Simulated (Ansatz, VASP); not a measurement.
# SnO2 in VASP and in Ansatz

```
Sn O
1.0
     4.73800    0.00000    0.00000
     0.00000    4.73800    0.00000
     0.00000    0.00000    3.18650
Sn O
2 4
Direct
  0.50000 0.50000 0.50000
  0.00000 0.00000 0.00000
  0.80710 0.19290 0.50000
  0.69290 0.69290 0.00000
  0.19290 0.80710 0.50000
  0.30710 0.30710 0.00000
```

Alike in both runs: task band structure; functional PBE; k mesh 6 × 6 × 8; occupations fermi-dirac, width 0.05 eV; no spin polarisation.

|  | VASP | Ansatz |
| --- | --- | --- |
| version | VASP 6.6.1 | Ansatz 0.2.0 |
| potentials or method | VASP PAW PBE potentials, release 54 (Sn_d, O) | Ansatz PAW |
| plane-wave cutoff (eV) | 520 | 420 |
| valence electrons in the cell | 52 | 52 |

|  | VASP | Ansatz | Ansatz less VASP |
| --- | --- | --- | --- |
| gap on the k mesh at the Fermi level (eV) | 1.27 | 1.28 | +0.010 |
| least direct gap on the mesh (eV) | 1.27 | 1.28 | +0.010 |
| gap along the band path (eV) | 1.27 | 1.28 | +0.010 |
| pressure (GPa) | 11.8 | 11.1 | -0.70 |
| traceless stress, the component that is largest in VASP (GPa) | 2.20 | 1.97 | -0.236 |
| rms of the force components (eV/Å) | 0.139 | 0.130 | -0.0090 |

Atom by atom the forces differ by 0.009 eV/Å (rms over components).
